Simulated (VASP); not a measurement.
A run of VASP 6.6.1 is set up as follows.

The input INCAR:

```
ALGO = Fast ; EDIFF = 1E-6
EDIFFG = -0.01 ; ENCUT = 600
GGA = PE ; IBRION = 2
ISIF = 3 ; ISMEAR = -1
ISPIN = 2 ; KPAR = 4
LASPH = T ; LCHARG = F
LMAXMIX = 4 ; LORBIT = 11
LREAL = F ; LWAVE = F
MAGMOM = 0 0 3 3 0 0 0 0 0 ; NELM = 150
NSW = 60 ; PREC = Accurate
SIGMA = 0.05
```

File KPOINTS:

```
k-points
0
Gamma
  9 9 2
```

File POSCAR:

```
CsLiCr2Te2S3
1.0
    3.6035800000      0.0000000000      0.0000000000
   -1.8017900000      3.1207900000      0.0000000000
    0.0000000000      0.0000000000     19.0665100000
Cs Li Cr Te S
1 1 2 2 3
Direct
    0.0000000000      0.0000000000      0.3739900000
    0.6666700000      0.3333300000      0.0160700000
    0.0000000000      0.0000000000      0.8663700000
    0.3333300000      0.6666700000      0.1683300000
    0.3333300000      0.6666700000      0.5389100000
    0.6666700000      0.3333300000      0.7727600000
    0.0000000000      0.0000000000      0.1003000000
    0.3333300000      0.6666700000      0.9292000000
    0.6666700000      0.3333300000      0.2340800000
```

Potentials or basis: VASP PAW PBE potentials, release 64 (Cs_sv, Li_sv, Cr_pv, Te, S).

Command:

```bash
$ cat potpaw_PBE.64/Cs_sv/POTCAR potpaw_PBE.64/Li_sv/POTCAR potpaw_PBE.64/Cr_pv/POTCAR potpaw_PBE.64/Te/POTCAR potpaw_PBE.64/S/POTCAR > POTCAR
$ mpirun -np 4 vasp_std > vasp.out
```

Q: Estimate the site moments.

A: Cs +0.00; Li -0.00; Cr +2.78, +2.94; Te -0.00, -0.17; S -0.06, -0.08, -0.07 μB.

Q: Estimate the relaxed cell.

A: a = 3.607 Å, b = 3.607 Å, c = 19.044 Å, α = 90.00°, β = 90.00°, γ = 120.00°.

The path:
| step | energy change (eV) | largest force (eV/Å) | pressure (GPa) | volume (Å³) |
| --- | --- | --- | --- | --- |
| 1 | 0.0000 | 0.0362 | 0.05 | 214.42 |
| 2 | -0.0004 | 0.0281 | 0.01 | 214.65 |
| 3 | -0.0005 | 0.0233 | -0.06 | 214.94 |
| 4 | -0.0005 | 0.0224 | -0.04 | 214.89 |
| 5 | -0.0006 | 0.0154 | -0.02 | 214.75 |
| 6 | -0.0006 | 0.0285 | 0.06 | 214.55 |
| 7 | -0.0007 | 0.0225 | 0.06 | 214.63 |
| 8 | -0.0007 | 0.0177 | 0.04 | 214.69 |
| 9 | -0.0008 | 0.0166 | 0.01 | 214.78 |
| 10 | -0.0008 | 0.0208 | -0.04 | 214.94 |
| 11 | -0.0008 | 0.0140 | -0.06 | 214.90 |
| 12 | -0.0008 | 0.0124 | -0.04 | 214.84 |
| 13 | -0.0008 | 0.0124 | -0.02 | 214.70 |
| 14 | -0.0008 | 0.0149 | 0.06 | 214.40 |
| 15 | -0.0008 | 0.0142 | 0.06 | 214.55 |
| 16 | -0.0009 | 0.0135 | 0.04 | 214.61 |
| 17 | -0.0009 | 0.0074 | 0.02 | 214.63 |

Caveat: the cutoff is under 1.25 times the usual one of these potentials, so pressure, stress and relaxed cells hold a basis-set (Pulay) error; only a ferromagnetic start was run, and an antiferromagnetic order may lie lower in energy.
